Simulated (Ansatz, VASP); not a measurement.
**BaTiO3 in VASP and in Ansatz**

The input POSCAR:

```
BaTiO3
1.0
    3.9720350479      0.0000000000      0.0000000000
    0.0000000000      3.9720350479      0.0000000000
    0.0000000000      0.0000000000      4.1130046760
Ba Ti O
1 1 3
Direct
    0.5000000000      0.5000000000      0.5850405723
    0.0000000000      0.0000000000      0.1031610767
    0.0000000000      0.5000000000      0.0629129848
    0.5000000000      0.0000000000      0.0629129848
    0.0000000000      0.0000000000      0.5459693716
```

File INCAR.step1:

```
PREC = Accurate
ENCUT = 520
ISMEAR = 0
SIGMA = 0.01
LREAL = False
LASPH = True
NELM = 80
NBANDS = 28
GGA = PE
ALGO = Normal
EDIFF = 1E-4
LWAVE = True
LCHARG = False
```

INCAR.step2

```
PREC = Accurate
ENCUT = 520
EDIFF = 1E-6
ISMEAR = 0
SIGMA = 0.01
LREAL = False
LASPH = True
NELM = 80
ALGO = Normal
ISIF = 2
LWAVE = False
LCHARG = False
METAGGA = R2SCAN
LMIXTAU = True
NBANDS = 28
ISTART = 1
```

File KPOINTS:

```
Automatic mesh
0
Gamma
  6 6 6
```

Input for Ansatz:

```yaml
crystal:
  lattice:
    - [3.9720350479, 0.0, 0.0]
    - [0.0, 3.9720350479, 0.0]
    - [0.0, 0.0, 4.113004676]
  atoms:
    - { symbol: Ba, position: [0.5, 0.5, 0.5850405723] }
    - { symbol: Ti, position: [0.0, 0.0, 0.1031610767] }
    - { symbol: O, position: [0.0, 0.5, 0.0629129848] }
    - { symbol: O, position: [0.5, 0.0, 0.0629129848] }
    - { symbol: O, position: [0.0, 0.0, 0.5459693716] }
kpoints:
  mp_grid: { grid: [6, 6, 6] }
  band_path:
    path:
      - [0.0, 0.0, 0.0]
      - [0.0, 0.5, 0.0]
      - [0.5, 0.5, 0.0]
      - [0.0, 0.0, 0.5]
      - [0.0, 0.5, 0.5]
      - [0.5, 0.5, 0.5]
      - [-0.5, -0.5, 0.479167]
    npoints: 1
hamiltonian:
  xc: r2scan
scf:
  occupations: { method: fixed }
  n_extra_bands: 5
output:
  forces: true
  stress: true
  eigenvalues: true
  write_density: true
  write_potential: true
  elf: true
  volumetric_format: npy
```

Alike in both runs: task single point; functional r2SCAN; k mesh 6 × 6 × 6; no spin polarisation.

|  | VASP | Ansatz |
| --- | --- | --- |
| version | VASP 6.6.1 | Ansatz 0.2.0 |
| potentials or method | VASP PAW PBE potentials, release 64 (Ba_sv, Ti_sv, O) | plane waves, PAW |
| plane-wave cutoff (eV) | 520 | 500 |
| occupations | gaussian, width 0.01 eV | fixed |
| valence electrons in the cell | 40 | 40 |

```csv
,VASP,Ansatz,Ansatz less VASP
gap on the k mesh at the Fermi level (eV),2.21,2.23,+0.018
pressure (GPa),1.9,0.0,-1.93
"traceless stress, the component that is largest in VASP (GPa)",0.11,0.00,-0.108
rms of the force components (eV/Å),0.061,0.000,-0.0603
```

VASP's potentials were made for PBE, not for r2SCAN. Atom by atom the forces differ by 0.060 eV/Å (rms over components).

Spin-orbit coupling is off throughout.
